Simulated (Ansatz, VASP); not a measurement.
# Two plane-wave programs on BaTe

INCAR

```
SYSTEM = BaTe
PREC = Accurate
ENCUT = 500
EDIFF = 1E-6
ISMEAR = 0
SIGMA = 0.1
LREAL = .False.
LASPH = .True.
NELM = 120
ALGO = Normal
ISIF = 2
LWAVE = .False.
LCHARG = .False.
NBANDS = 15
GGA_COMPAT = .False.
```

File KPOINTS:

```
regular mesh
0
Gamma
  4 4 4
  0 0 0
```

File POSCAR:

```
BaTe
1.0
    0.0000000000      3.4100000000      3.4100000000
    3.4100000000      0.0000000000      3.4100000000
    3.4100000000      3.4100000000      0.0000000000
Ba Te
1 1
Direct
    0.0000000000      0.0000000000      0.0000000000
    0.5000000000      0.5000000000      0.5000000000
```

Input for Ansatz:

```yaml
crystal:
  lattice:
    - [0.0, 3.41, 3.41]
    - [3.41, 0.0, 3.41]
    - [3.41, 3.41, 0.0]
  atoms:
    - { symbol: Ba, position: [0.0, 0.0, 0.0] }
    - { symbol: Te, position: [0.5, 0.5, 0.5] }
basis:
  ecutwfc: 420
kpoints:
  mp_grid: { grid: [4, 4, 4] }
hamiltonian:
  xc: lda
scf:
  occupations: { method: gaussian, width: 0.1 }
output:
  forces: true
  stress: true
  eigenvalues: true
```

Alike in both runs: task single point; functional LDA; k mesh 4 × 4 × 4; occupations gaussian, width 0.1 eV; no spin polarisation.

```csv
,VASP,Ansatz
version,VASP 6.6.1,Ansatz 0.2.0
potentials or method,"VASP PAW LDA potentials, release 64 (Ba_sv, Te), cutoff 500 eV","scalar-relativistic, plane waves, PAW"
valence electrons in the cell,16,26
```

```csv
,VASP,Ansatz,Ansatz less VASP
gap on the k mesh at the Fermi level (eV),1.20,1.30,+0.109
least direct gap on the mesh (eV),1.58,1.65,+0.072
pressure (GPa),1.4,0.8,-0.53
```

LDA's correlation is that of Perdew and Zunger in VASP and of Perdew and Wang (1992) in Ansatz. VASP's potentials hold 16 valence electrons a cell and Ansatz's 26, so a difference there can come from the potentials and not from the codes.

Neither program's run includes spin-orbit coupling.
